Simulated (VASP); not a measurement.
# Ti3PO2 (P-3m1) in VASP: single point with PBE

Aim: the single point of Ti3PO2 with PBE.

All numbers are computed with VASP 6.6.1; they aren't measurements. Logs are shortened: lines on timing, memory, paths and dates and some standing lists are left out, and cuts for length are marked.

## (1) The cell of the first run

Symmetry: P-3m1, No. 164, trigonal system. Conventional cell: a = 3.172 Å, b = 3.172 Å, c = 8.023 Å, α = 90.00°, β = 90.00°, γ = 120.00°. Ti (site symmetry 3m) has 3 O at 2.20 Å and 3 P at 2.47 Å within 2.9 Å. Ti (site symmetry -3m) has 6 O at 2.16 Å within 2.9 Å. P (site symmetry -3m) has 6 Ti at 2.47 Å and 6 P at 3.17 Å within 3.3 Å. O (site symmetry 3m) has 6 Ti at 2.16 to 2.20 Å within 2.9 Å.

## (2) Single point, PBE

INCAR reads:

```
PREC     = Accurate       # precision mode
ENCUT    = 520            # plane-wave cutoff, eV
EDIFF    = 1E-6           # SCF threshold, eV
ISMEAR   = 1              # smearing method
SIGMA    = 0.05           # smearing width, eV
LREAL    = False          # projectors in reciprocal space
LASPH    = True           # aspherical terms in the spheres
NELM     = 80             # most SCF steps
ALGO     = Normal         # electronic algorithm
ISIF     = 2              # what is computed and relaxed
LWAVE    = False          # write WAVECAR
LCHARG   = False          # write CHGCAR
GGA      = PE             # functional
NBANDS   = 36             # bands
```

KPOINTS reads:

```
regular mesh
0
Gamma
  9 9 4
```

POSCAR reads:

```
Ti3PO2
1.0
    3.1724100000      0.0000000000      0.0000000000
   -1.5862050000      2.7473880000      0.0000000000
    0.0000000000      0.0000000000      8.0228210000
Ti P O
3 1 2
Direct
    0.3333333333      0.6666666667      0.7067560000
    0.6666666667      0.3333333333      0.2932440000
    0.0000000000      0.0000000000      0.0000000000
    0.0000000000      0.0000000000      0.5000000000
    0.3333333333      0.6666666667      0.1422570000
    0.6666666667      0.3333333333      0.8577430000
```

Potentials or basis: VASP PAW PBE potentials, release 64 (Ti_sv, P, O).

Launch:

```console
> cat potpaw_PBE.64/Ti_sv/POTCAR potpaw_PBE.64/P/POTCAR potpaw_PBE.64/O/POTCAR > POTCAR
> mpirun -np 1 vasp_std > vasp.out
```

OUTCAR:

```text
PREC = Accurate
   ENCUT = 520
   EDIFF = 1E-6
   ISMEAR = 1
   LREAL = False
   LASPH = True
   NELM = 80
   ISIF = 2
   GGA = PE

 ion  position               nearest neighbor table
   1  0.333  0.667  0.707-   6 2.20   6 2.20   6 2.20   4 2.47   4 2.47   4 2.47
   2  0.667  0.333  0.293-   5 2.20   5 2.20   5 2.20   4 2.47   4 2.47   4 2.47
   3  0.000  0.000  0.000-   5 2.16   6 2.16   6 2.16   5 2.16   6 2.16   5 2.16
   4  0.000  0.000  0.500-   1 2.47   2 2.47   2 2.47   1 2.47   2 2.47   1 2.47
   5  0.333  0.667  0.142-   3 2.16   3 2.16   3 2.16   2 2.20   2 2.20   2 2.20
   6  0.667  0.333  0.858-   3 2.16   3 2.16   3 2.16   1 2.20   1 2.20   1 2.20

  LATTYP: Found a hexagonal cell.
 ALAT       =     3.1724100000
 C/A-ratio  =     2.5289357302

  Lattice vectors:

 A1 = (   3.1724100000,   0.0000000000,   0.0000000000)
 A2 = (  -1.5862050000,   2.7473880000,   0.0000000000)
 A3 = (   0.0000000000,   0.0000000000,   8.0228210000)

Analysis of symmetry for initial positions (statically):
=====================================================================
 Subroutine PRICEL returns:
 Original cell was already a primitive cell.

 Routine SETGRP: Setting up the symmetry group for a
 hexagonal supercell.

 Subroutine GETGRP returns: Found 12 space group operations
 (whereof 12 operations were pure point group operations)
 out of a pool of 24 trial point group operations.

The static configuration has the point symmetry D_3d.

Analysis of symmetry for dynamics (positions and initial velocities):
=====================================================================
 Subroutine PRICEL returns:
 Original cell was already a primitive cell.

 Routine SETGRP: Setting up the symmetry group for a
 hexagonal supercell.

 Subroutine GETGRP returns: Found 12 space group operations
 (whereof 12 operations were pure point group operations)
 out of a pool of 24 trial point group operations.

The dynamic configuration has the point symmetry D_3d.

 Subroutine INISYM returns: Found 12 space group operations
 (whereof 12 operations are pure point group operations),
 and found     1 'primitive' translations

----------------------------------------------------------------------------------------

                                     Primitive cell

  volume of cell :      69.9256

  direct lattice vectors                    reciprocal lattice vectors
     3.172410000  0.000000000  0.000000000     0.315217768  0.181991040  0.000000000
    -1.586205000  2.747388000  0.000000000     0.000000000  0.363982080  0.000000000
     0.000000000  0.000000000  8.022821000     0.000000000  0.000000000  0.124644436

  length of vectors
     3.172410000  3.172410302  8.022821000     0.363982115  0.363982080  0.124644436

  position of ions in fractional coordinates (direct lattice)
     0.333333333  0.666666667  0.706756000
     0.666666667  0.333333333  0.293244000
     0.000000000  0.000000000  0.000000000
     0.000000000  0.000000000  0.500000000
     0.333333333  0.666666667  0.142257000
     0.666666667  0.333333333  0.857743000

  ion indices of the primitive-cell ions
   primitive index   ion index
                 1           1
                 2           2
                 3           3
                 4           4
                 5           5
                 6           6

----------------------------------------------------------------------------------------

 KPOINTS: regular mesh

Automatic generation of k-mesh.
 Grid dimensions read from file:
 generate k-points for:    9    9    4

 Generating k-lattice:

  Cartesian coordinates                     Fractional coordinates (reciprocal lattice)
     0.035024196  0.020221227  0.000000000     0.111111111  0.000000000  0.000000000
     0.000000000  0.040442453  0.000000000     0.000000000  0.111111111  0.000000000
     0.000000000  0.000000000  0.031161109     0.000000000  0.000000000  0.250000000

  Length of vectors
     0.040442457  0.040442453  0.031161109

  Shift w.r.t. Gamma in fractional coordinates (k-lattice)
     0.000000000  0.000000000  0.000000000

 Subroutine IBZKPT returns following result:
 ===========================================

 Found     43 irreducible k-points:

 Following reciprocal coordinates:
            Coordinates               Weight
  0.000000  0.000000  0.000000      1.000000
  0.111111  0.000000  0.000000      6.000000
  0.222222 -0.000000  0.000000      6.000000
  0.333333 -0.000000  0.000000      6.000000
  0.444444 -0.000000  0.000000      6.000000
  0.111111  0.111111  0.000000      6.000000
[... 16 lines left out ...]
  0.222222  0.111111  0.250000     12.000000
 -0.111111  0.333333  0.250000     12.000000
 [... further k-points ...]
   k-points           NKPTS =     43   k-points in BZ     NKDIM =     43   number of bands    NBANDS=     36
   number of dos      NEDOS =    301   number of ions     NIONS =      6
   total plane-waves  NPLWV =  34560
   dimension x,y,z NGX =    24 NGY =   24 NGZ =   60
   dimension x,y,z NGXF=    48 NGYF=   48 NGZF=  120
   ions per type =               3   1   2
   NGX,Y,Z   is equivalent  to a cutoff of  12.58, 12.58, 12.43 a.u.
   NGXF,Y,Z  is equivalent  to a cutoff of  25.15, 25.15, 24.87 a.u.
 SYSTEM =  unknown system
   PREC   = accura    normal or accurate (medium, high low for compatibility)
   ISTART =      0    job   : 0-new  1-cont  2-samecut
   ICHARG =      2    charge: 1-file 2-atom 10-const
   ISPIN  =      1    spin polarized calculation?
   LNONCOLLINEAR =      F non collinear calculations
   LSORBIT =      F    spin-orbit coupling
   LASPH  =      T    aspherical Exc in radial PAW
   ENCUT  =  520.0 eV  38.22 Ry    6.18 a.u.   5.90  5.90 14.92*2*pi/ulx,y,z
   NELM   =     80;   NELMIN=  2; NELMDL= -5     # of ELM steps
   EDIFF  = 0.1E-05   stopping-criterion for ELM
   LREAL  =      F    real-space projection
   EDIFFG = 0.1E-04   stopping-criterion for IOM
   NSW    =      0    number of steps for IOM
   IBRION =     -1    ionic relax: 0-MD 1-quasi-New 2-CG
   NFREE  =      0    steps in history (QN), initial steepest desc. (CG)
   ISIF   =      2    stress and relaxation
   ISYM   =      2    0-nonsym 1-usesym 2-fastsym
   POTIM  = 0.5000    time-step for ionic-motion
   TEBEG  =    0.0;   TEEND  =   0.0 temperature during run
   PSTRESS=    0.0 pullay stress
   NELECT =      53.0000    total number of electrons
   NUPDOWN=      -1.0000    fix difference up-down
   EMIN   =  10.00;   EMAX   =-10.00  energy-range for DOS
   EFERMI =   0.00;   METHOD = LEGACY
   ISMEAR =     1;   SIGMA  =   0.05  broadening in eV -4-tet -1-fermi 0-gaus
   EFERMI_NEDOS =   21; number of points for ismear=-14 and -15
   IALGO  =     38    algorithm
   IMIX   =      4    mixing-type and parameters
     AMIX     =   0.40;   BMIX     =  1.00
     AMIX_MAG =   1.60;   BMIX_MAG =  1.00
  volume/ion in A,a.u.               =      11.65        78.65
  Fermi-wavevector in a.u.,A,eV,Ry     =   1.492639  2.820678 30.313370  2.227970
  Thomas-Fermi vector in A             =   2.605141
   LORBIT       =      0    0 simple, 1 ext, 2 COOP (PROOUT), +10 PAW based schemes
   GGA     = PE    functional components
   LHFCALC =     F    Hartree Fock is set to
   AEXX    =    0.0000 exact exchange contribution
   IVDW    =     0    specifies the selected vdW correction
   LEPSILON=     F    determine dielectric tensor
   LRPA    =     F    only Hartree local field effects (RPA)
 non-spin polarized calculation
 Methfessel and Paxton  Order N= 1 SIGMA  =   0.05
  energy-cutoff  :      520.00
  volume of cell :       69.93
 maximum number of plane-waves:      1908
   NGX = 11   NGY = 11   NGZ = 29

 number of electron      52.9999995 magnetization

 Free energy of the ion-electron system (eV)
  ---------------------------------------------------
  ext. energy  EPLUGINS =         0.00000000
  ---------------------------------------------------
  free energy    TOTEN  =       -49.62189503 eV

  energy without entropy =      -49.62176559  energy(sigma->0) =      -49.62185188

 E-fermi :  10.7732     XC(G=0): -12.2402

 val. band max:       10.7643946695   @ k =   0.3333   0.2222   0.5000
 cond. band min:      10.7822503083   @ k =   0.2222  -0.0000   0.5000
 fundamental gap:      0.0178556387
 Fermi energy:        10.7732080190

 k-point     1 :       0.0000    0.0000    0.0000
  band No.  band energies     occupation
      1     -47.2616      2.00000
      2     -46.8064      2.00000
      3     -46.8059      2.00000
      4     -23.6887      2.00000
      5     -23.4588      2.00000
      6     -23.4588      2.00000
[... 28 lines left out ...]
     35      11.7548     -0.00000
     36      12.7647      0.00000

 k-point     2 :       0.1111    0.0000    0.0000
  band No.  band energies     occupation
      1     -47.2573      2.00000
      2     -46.8027      2.00000
      3     -46.8024      2.00000
      4     -23.6747      2.00000
      5     -23.5060      2.00000
      6     -23.4673      2.00000
[... 28 lines left out ...]
     35      12.0216      0.00000
     36      13.1061      0.00000

 k-point     3 :       0.2222   -0.0000    0.0000
  band No.  band energies     occupation
      1     -47.2464      2.00000
      2     -46.7936      2.00000
      3     -46.7933      2.00000
      4     -23.6417      2.00000
      5     -23.6134      2.00000
      6     -23.4885      2.00000
[... 28 lines left out ...]
     35      12.4250      0.00000
     36      12.8197      0.00000
[... 742 lines left out ...]
 k-point    23 :       0.2222    0.1111    0.2500
  band No.  band energies     occupation
      1     -47.2380      2.00000
      2     -46.7874      2.00000
      3     -46.7855      2.00000
      4     -23.6813      2.00000
      5     -23.6130      2.00000
      6     -23.5188      2.00000
[... 28 lines left out ...]
     35      12.6263      0.00000
     36      12.9706      0.00000

 k-point    24 :      -0.1111    0.3333    0.2500
  band No.  band energies     occupation
      1     -47.2380      2.00000
      2     -46.7876      2.00000
      3     -46.7854      2.00000
      4     -23.6817      2.00000
      5     -23.6138      2.00000
      6     -23.5187      2.00000
[... 28 lines left out ...]
     35      12.7341      0.00000
     36      13.0381      0.00000

 [... further k-points ...]

------------------------ aborting loop because EDIFF is reached ----------------------------------------

  FORCE on cell =-STRESS in cart. coord.  units (eV):
  Direction    XX          YY          ZZ          XY          YZ          ZX
  --------------------------------------------------------------------------------------
  -------------------------------------------------------------------------------------
  Total        0.0301929      0.0301929     -0.3879624      0.0000000      0.0000000      0.0000000
  in kB        0.6917969      0.6917971     -8.8892223      0.0000000      0.0000000      0.0000000
  external PRESSURE =      -2.5018761 kB  Pullay stress =       0.0000000 kB

 VOLUME and BASIS-vectors are now :
 -----------------------------------------------------------------------------
  energy-cutoff  :      520.00
  volume of cell :       69.93
      direct lattice vectors                 reciprocal lattice vectors
     3.172410000  0.000000000  0.000000000     0.315217768  0.181991040  0.000000000
    -1.586205000  2.747388000  0.000000000     0.000000000  0.363982080  0.000000000
     0.000000000  0.000000000  8.022821000     0.000000000  0.000000000  0.124644436

 POSITION                                       TOTAL-FORCE (eV/Angst)
 -----------------------------------------------------------------------------------
     -0.00000      1.83159      5.67018         0.000000     -0.000000      0.071208
      1.58621      0.91580      2.35264        -0.000000      0.000000     -0.071208
      0.00000      0.00000      0.00000         0.000000     -0.000000      0.000000
      0.00000      0.00000      4.01141         0.000000     -0.000000      0.000000
     -0.00000      1.83159      1.14130         0.000000      0.000000      0.001001
      1.58621      0.91580      6.88152        -0.000000     -0.000000     -0.001001
 -----------------------------------------------------------------------------------
    total drift:                                0.000000     -0.000000      0.000000

  FREE ENERGIE OF THE ION-ELECTRON SYSTEM (eV)
  ---------------------------------------------------
  free  energy   TOTEN  =       -49.6218950260 eV

  energy  without entropy=      -49.6217655906  energy(sigma->0) =      -49.62185188
```

Run time: 1.8 min. Hardware: 1 thread of Intel Xeon Platinum 8259CL at 2.50GHz (Skylake/Cascade Lake), shared host; peak memory 0.23 GiB.

Results:

* Free energy: -49.6219 eV
* Pressure: -0.3 GPa
* Largest force: 0.071 eV/Å

Forces on the atoms (eV/Å):
```
Ti   0.000  0.000  0.071
Ti   0.000  0.000 -0.071
Ti   0.000  0.000  0.000
P    0.000  0.000  0.000
O    0.000  0.000  0.001
O    0.000  0.000 -0.001
```

Levels at points of the mesh, in eV from the Fermi level:
```csv
k point,band 23,band 24,band 25,band 26,band 27,band 28,band 29,band 30
"(0.00, 0.00, 0.00)",-0.85,-0.84,-0.84,-0.70,-0.70,-0.05,0.21,0.24
"(0.00, 0.00, 0.50)",-1.13,-1.13,-0.77,-0.56,-0.56,-0.23,0.05,0.05
```

Caveat: an odd number of electrons without spin polarisation forces a metal; a magnetic or distorted state may lie lower.
